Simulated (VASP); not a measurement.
SiO2, 18 atoms in the cell. It takes space group Im-3m (No. 229, cubic). The conventional cell has a = 8.939 Å, b = 8.939 Å, c = 8.939 Å, α = 90.00°, β = 90.00°, γ = 90.00°. Within 2.1 Å of Si (site symmetry -4m2) lie 4 O at 1.61 Å. Within 2.1 Å of O (site symmetry mm2) lie 2 Si at 1.61 Å. 

* Program: VASP 6.6.1
* Task: relaxation of cell and atoms
* Functional: LDA
* Potentials or basis: VASP PAW LDA potentials, release 64 (Si, O)
* Cutoff: 600 eV
* k mesh: 4 × 4 × 4
* Occupations: gaussian, width 0.02 eV
* Spin: no spin polarisation
* Dipole correction: no
* Further INCAR settings: LREAL = Auto; ALGO = Normal; EDIFF = 1e-07; IBRION = 2; EDIFFG = -0.005; NSW = 100; ISIF = 3

Potentials or basis: VASP PAW LDA potentials, release 64 (Si, O).

Run with:

```sh
$ cat potpaw_LDA.64/Si/POTCAR potpaw_LDA.64/O/POTCAR > POTCAR
$ mpirun -np 1 vasp_std > vasp.out
```

Hardware: 1 thread of Intel(R) Xeon(R) 6975P-C (Granite Rapids), with other jobs on the host.

Problem. How long does it take, and how much memory?

Solution. It took 11 min on 1 thread of Intel(R) Xeon(R) 6975P-C (Granite Rapids), with other jobs on the host, peak memory 0.48 GiB. Counts: scf iterations 61, k points 8, ion steps 6.
